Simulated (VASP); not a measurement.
# TiSi2 (Fddd) in VASP: further runs, part 2 of 3

VASP 6.6.1.

## (3) Single point, PBE

This run uses another cell than the first one, of 13.98 Å³/atom, 1.010 times its volume.

Contents of INCAR:

```
SYSTEM = TiSi2
PREC     = Accurate       ! precision mode
ENCUT    = 520            ! plane-wave cutoff, eV
EDIFF    = 1E-7           ! SCF threshold, eV
ISMEAR   = -1             ! smearing method
SIGMA    = 0.05           ! smearing width, eV
LREAL    = .FALSE.        ! projectors in reciprocal space
LASPH    = .TRUE.         ! aspherical terms in the spheres
NELM     = 60             ! most SCF steps
ALGO     = Normal         ! electronic algorithm
ISIF     = 2              ! what is computed and relaxed
LWAVE    = .FALSE.        ! write WAVECAR
LCHARG   = .FALSE.        ! write CHGCAR
GGA      = PE             ! functional
NBANDS   = 29             ! bands
```

Contents of KPOINTS:

```
regular mesh
0
G
  6 6 6
  0 0 0
```

Contents of POSCAR:

```
TiSi2
1.0
    0.0000000000      4.1175163063      4.2628978354
    2.3895119538      0.0000000000      4.2628978354
    2.3895119538      4.1175163063      0.0000000000
Ti Si
2 4
Direct
    0.7500000000      0.7500000000      0.7500000000
    0.5000000000      0.5000000000      0.5000000000
    0.4125656100      0.0874343900      0.4125656100
    0.0874343900      0.4125656100      0.0874343900
    0.1625656100      0.8374343900      0.1625656100
    0.8374343900      0.1625656100      0.8374343900
```

Potentials or basis: VASP PAW PBE potentials, release 64 (Ti_sv, Si).

The run is started by

```bash
$ cat potpaw_PBE.64/Ti_sv/POTCAR potpaw_PBE.64/Si/POTCAR > POTCAR
$ mpirun -np 1 vasp_std > vasp.out
```

OUTCAR:

```text
SYSTEM = TiSi2
   PREC = Accurate
   ENCUT = 520
   EDIFF = 1E-7
   ISMEAR = -1
   LREAL = .FALSE.
   LASPH = .TRUE.
   NELM = 60
   ISIF = 2
   GGA = PE

 ion  position               nearest neighbor table
   1  0.750  0.750  0.750-   6 2.55   5 2.55   6 2.55   5 2.55   3 2.74   3 2.74   4 2.74   4 2.74
                             3 2.78   4 2.78
   2  0.500  0.500  0.500-   4 2.55   3 2.55   4 2.55   3 2.55   5 2.74   5 2.74   6 2.74   6 2.74
                             5 2.78   6 2.78
   3  0.413  0.087  0.413-   6 2.52   6 2.52   2 2.55   2 2.55   4 2.68   1 2.74   1 2.74   1 2.78
                             4 2.79   4 2.79
   4  0.087  0.413  0.087-   5 2.52   5 2.52   2 2.55   2 2.55   3 2.68   1 2.74   1 2.74   1 2.78
                             3 2.79   3 2.79
   5  0.163  0.837  0.163-   4 2.52   4 2.52   1 2.55   1 2.55   6 2.68   2 2.74   2 2.74   2 2.78
                             6 2.79   6 2.79
   6  0.837  0.163  0.837-   3 2.52   3 2.52   1 2.55   1 2.55   5 2.68   2 2.74   2 2.74   2 2.78
                             5 2.79   5 2.79

  LATTYP: Found a face centered orthorhombic cell.
 ALAT       =     4.7790239076
 B/A-ratio  =     1.7231620456
 C/A-ratio  =     1.7840035613

  Lattice vectors:

[... 192 lines left out ...]
 fundamental gap:      0.0203402660
 Fermi energy:        10.2463470163

 k-point     1 :       0.0000    0.0000    0.0000
  band No.  band energies     occupation
      1     -46.0761      2.00000
      2     -46.0475      2.00000
      3     -22.4597      2.00000
      4     -22.4417      2.00000
      5     -22.3680      2.00000
      6     -22.3532      2.00000
[... 757 lines left out ...]
     28      14.2369      0.00000
     29      14.7536      0.00000

 [... further k-points ...]

------------------------ aborting loop because EDIFF is reached ----------------------------------------

  FORCE on cell =-STRESS in cart. coord.  units (eV):
  Direction    XX          YY          ZZ          XY          YZ          ZX
  --------------------------------------------------------------------------------------
  -------------------------------------------------------------------------------------
  Total        1.2679857      1.1170388      0.7898294      0.0000000      0.0000000      0.0000000
  in kB       24.2184013     21.3353315     15.0856635      0.0000000      0.0000000      0.0000000
  external PRESSURE =      20.2131321 kB  Pullay stress =       0.0000000 kB

 VOLUME and BASIS-vectors are now :
 -----------------------------------------------------------------------------
  energy-cutoff  :      520.00
  volume of cell :       83.88
      direct lattice vectors                 reciprocal lattice vectors
     0.000000000  4.117516306  4.262897835    -0.209247750  0.121432427  0.117291106
     2.389511954  0.000000000  4.262897835     0.209247750 -0.121432427  0.117291106
     2.389511954  4.117516306  0.000000000     0.209247750  0.121432427 -0.117291106

 POSITION                                       TOTAL-FORCE (eV/Angst)
 -----------------------------------------------------------------------------------
      3.58427      6.17627      6.39435        -0.000000      0.000000      0.000000
      2.38951      4.11752      4.26290         0.000000     -0.000000     -0.000000
      1.19476      3.39749      2.13145         0.000000      0.070891     -0.000000
      1.19476      0.72003      2.13145         0.000000     -0.070891     -0.000000
      2.38951      1.33873      4.26290         0.000000      0.070891      0.000000
      2.38951      6.89630      4.26290         0.000000     -0.070891      0.000000
 -----------------------------------------------------------------------------------
    total drift:                               -0.000000     -0.000000      0.000000

  FREE ENERGIE OF THE ION-ELECTRON SYSTEM (eV)
  ---------------------------------------------------
  free  energy   TOTEN  =       -40.7253133656 eV

  energy  without entropy=      -40.7100353546  energy(sigma->0) =      -40.71767436
```

OSZICAR:

```text
N       E                     dE             d eps       ncg     rms          rms(c)
DAV:   1     0.387585663566E+03    0.38759E+03   -0.18783E+04  2668   0.146E+03
DAV:   2     0.135716289637E+01   -0.38623E+03   -0.37519E+03  2698   0.428E+02
DAV:   3    -0.407322952081E+02   -0.42089E+02   -0.41204E+02  4369   0.119E+02
DAV:   4    -0.441342303356E+02   -0.34019E+01   -0.33840E+01  3856   0.300E+01
DAV:   5    -0.443409326993E+02   -0.20670E+00   -0.20664E+00  4023   0.630E+00    0.186E+01
DAV:   6    -0.413893803577E+02    0.29516E+01   -0.33227E+01  3811   0.405E+01    0.703E+00
DAV:   7    -0.408035635293E+02    0.58582E+00   -0.63486E+00  3590   0.188E+01    0.523E+00
DAV:   8    -0.407436069970E+02    0.59957E-01   -0.81539E-01  3682   0.711E+00    0.147E+00
DAV:   9    -0.407245413648E+02    0.19066E-01   -0.16569E-01  3673   0.338E+00    0.514E-01
DAV:  10    -0.407256815833E+02   -0.11402E-02   -0.65658E-03  3566   0.596E-01    0.262E-01
DAV:  11    -0.407254599315E+02    0.22165E-03   -0.61380E-03  3924   0.587E-01    0.165E-01
DAV:  12    -0.407253145764E+02    0.14536E-03   -0.12041E-03  3682   0.274E-01    0.169E-02
DAV:  13    -0.407253140958E+02    0.48065E-06   -0.28185E-05  3392   0.458E-02    0.166E-02
DAV:  14    -0.407253134899E+02    0.60591E-06   -0.29172E-06  3514   0.141E-02    0.375E-03
DAV:  15    -0.407253133120E+02    0.17780E-06   -0.10212E-06  3433   0.721E-03    0.636E-04
DAV:  16    -0.407253133656E+02   -0.53515E-07   -0.39948E-08  2043   0.154E-03
   1 F= -.40725313E+02 E0= -.40717674E+02  d E =-.152780E-01
```

Run time: 82 s. Hardware: 1 thread of AMD EPYC 9R45 (Zen 5), shared host; peak memory 0.25 GiB.

Results:

```yaml
Free_energy: -40.7253 eV
Pressure: 2.0 GPa
Largest_force: 0.071 eV/Å
Band_gap_on_the_k_mesh: zero (band 20 reaches 10.78 eV, above the bottom of band 21 at 9.07 eV)
```

Forces on the atoms (eV/Å):
```
Ti   0.000  0.000  0.000
Ti   0.000  0.000  0.000
Si   0.000  0.071  0.000
Si   0.000 -0.071  0.000
Si   0.000  0.071  0.000
Si   0.000 -0.071  0.000
```

Stress tensor (GPa, compression positive):
```
2.42 0.00 0.00
0.00 2.13 0.00
0.00 0.00 1.51
```

## (4) Single point, PBE

This run uses another cell than the first one, of 14.12 Å³/atom, 1.020 times its volume.

Contents of INCAR:

```
PREC = Accurate
ENCUT = 520
EDIFF = 1E-7
ISMEAR = -1
SIGMA = 0.05
LREAL = False
LASPH = True
NELM = 60
ALGO = Normal
ISIF = 2
LWAVE = False
LCHARG = True
GGA = PE
LELF = True
LVHAR = True
NBANDS = 29
```

Contents of KPOINTS:

```
Automatic mesh
0
Gamma
  6 6 6
```

POSCAR, as its differences from that of step 3:

```diff
@@ -2,4 +2,4 @@
 1.0
-    0.0000000000      4.1175163063      4.2628978354
-    2.3895119538      0.0000000000      4.2628978354
+    0.0000000000      4.1175163063      4.3055268138
+    2.3895119538      0.0000000000      4.3055268138
     2.3895119538      4.1175163063      0.0000000000
```

Potentials or basis: VASP PAW PBE potentials, release 64 (Ti_sv, Si).

The run is started by

```bash
$ cat potpaw_PBE.64/Ti_sv/POTCAR potpaw_PBE.64/Si/POTCAR > POTCAR
$ mpirun -np 1 vasp_std > vasp.out
```

OUTCAR:

```text
PREC = Accurate
   ENCUT = 520
   EDIFF = 1E-7
   ISMEAR = -1
   LREAL = False
   LASPH = True
   NELM = 60
   ISIF = 2
   GGA = PE

 ion  position               nearest neighbor table
   1  0.750  0.750  0.750-   6 2.57   5 2.57   6 2.57   5 2.57   3 2.74   3 2.74   4 2.74   4 2.74
                             3 2.78   4 2.78
   2  0.500  0.500  0.500-   4 2.57   3 2.57   4 2.57   3 2.57   5 2.74   5 2.74   6 2.74   6 2.74
                             5 2.78   6 2.78
   3  0.413  0.087  0.413-   6 2.54   6 2.54   2 2.57   2 2.57   4 2.68   1 2.74   1 2.74   1 2.78
                             4 2.79   4 2.79
   4  0.087  0.413  0.087-   5 2.54   5 2.54   2 2.57   2 2.57   3 2.68   1 2.74   1 2.74   1 2.78
                             3 2.79   3 2.79
[... 983 lines left out ...]
  Total        0.8629376      1.0344248     -1.3947747      0.0000000      0.0000000      0.0000000
  in kB       16.3188349     19.5617947    -26.3762958      0.0000000      0.0000000      0.0000000
  external PRESSURE =       3.1681113 kB  Pullay stress =       0.0000000 kB

 VOLUME and BASIS-vectors are now :
 -----------------------------------------------------------------------------
  energy-cutoff  :      520.00
  volume of cell :       84.72
      direct lattice vectors                 reciprocal lattice vectors
     0.000000000  4.117516306  4.305526814    -0.209247750  0.121432427  0.116129807
     2.389511954  0.000000000  4.305526814     0.209247750 -0.121432427  0.116129807
     2.389511954  4.117516306  0.000000000     0.209247750  0.121432427 -0.116129807

 POSITION                                       TOTAL-FORCE (eV/Angst)
 -----------------------------------------------------------------------------------
      3.58427      6.17627      6.45829         0.000000     -0.000000      0.000000
      2.38951      4.11752      4.30553        -0.000000     -0.000000     -0.000000
      1.19476      3.39749      2.15276        -0.000000      0.052519     -0.000000
      1.19476      0.72003      2.15276        -0.000000     -0.052519     -0.000000
      2.38951      1.33873      4.30553        -0.000000      0.052519     -0.000000
      2.38951      6.89630      4.30553        -0.000000     -0.052519     -0.000000
 -----------------------------------------------------------------------------------
    total drift:                               -0.000000     -0.000000     -0.000000

  FREE ENERGIE OF THE ION-ELECTRON SYSTEM (eV)
  ---------------------------------------------------
  free  energy   TOTEN  =       -40.7223534416 eV

  energy  without entropy=      -40.7061460047  energy(sigma->0) =      -40.71424972
```

OSZICAR:

```text
N       E                     dE             d eps       ncg     rms          rms(c)
DAV:   1     0.389634744268E+03    0.38963E+03   -0.18781E+04  2676   0.147E+03
DAV:   2     0.214676778354E+01   -0.38749E+03   -0.37705E+03  2683   0.429E+02
DAV:   3    -0.407168000393E+02   -0.42864E+02   -0.41950E+02  4414   0.119E+02
DAV:   4    -0.441926274037E+02   -0.34758E+01   -0.34576E+01  3840   0.303E+01
DAV:   5    -0.443947336110E+02   -0.20211E+00   -0.20204E+00  4059   0.618E+00    0.183E+01
DAV:   6    -0.414285425398E+02    0.29662E+01   -0.34362E+01  3777   0.407E+01    0.710E+00
DAV:   7    -0.408025922874E+02    0.62595E+00   -0.67737E+00  3599   0.192E+01    0.514E+00
DAV:   8    -0.407429446164E+02    0.59648E-01   -0.87605E-01  3679   0.728E+00    0.153E+00
DAV:   9    -0.407215553130E+02    0.21389E-01   -0.17800E-01  3696   0.348E+00    0.514E-01
DAV:  10    -0.407228261766E+02   -0.12709E-02   -0.72126E-03  3556   0.624E-01    0.277E-01
DAV:  11    -0.407225184549E+02    0.30772E-03   -0.71173E-03  3828   0.629E-01    0.167E-01
DAV:  12    -0.407223544547E+02    0.16400E-03   -0.13581E-03  3680   0.291E-01    0.178E-02
DAV:  13    -0.407223541291E+02    0.32561E-06   -0.32314E-05  3390   0.495E-02    0.164E-02
DAV:  14    -0.407223535369E+02    0.59221E-06   -0.32271E-06  3514   0.148E-02    0.391E-03
DAV:  15    -0.407223534006E+02    0.13635E-06   -0.10914E-06  3699   0.732E-03    0.485E-04
DAV:  16    -0.407223534416E+02   -0.41070E-07   -0.29673E-08  2013   0.134E-03
   1 F= -.40722353E+02 E0= -.40714250E+02  d E =-.162074E-01
```

stdout:

```text
POSCAR found type information on POSCAR TiSi
 POSCAR found :  2 types and       6 ions
 scaLAPACK will be used
 LDA part: xc-table for (Slater+PW92), standard interpolation
 POSCAR, INCAR and KPOINTS ok, starting setup
 FFT: planning ... GRIDC
 FFT: planning ... GRID_SOFT
 FFT: planning ... GRID
 WAVECAR not read
 entering main loop
```

Run time: 97 s. Hardware: 1 thread of AMD EPYC 9R45 (Zen 5), shared host; peak memory 0.25 GiB.

What came out:

- Free energy: -40.7224 eV
- Pressure: 0.3 GPa
- Largest force: 0.053 eV/Å
- Band gap on the k mesh: zero (band 20 reaches 10.67 eV, above the bottom of band 21 at 8.96 eV)

Forces on the atoms (eV/Å):
```
Ti   0.000  0.000  0.000
Ti   0.000  0.000  0.000
Si   0.000  0.053  0.000
Si   0.000 -0.053  0.000
Si   0.000  0.053  0.000
Si   0.000 -0.053  0.000
```

[end of part 2 of 3]
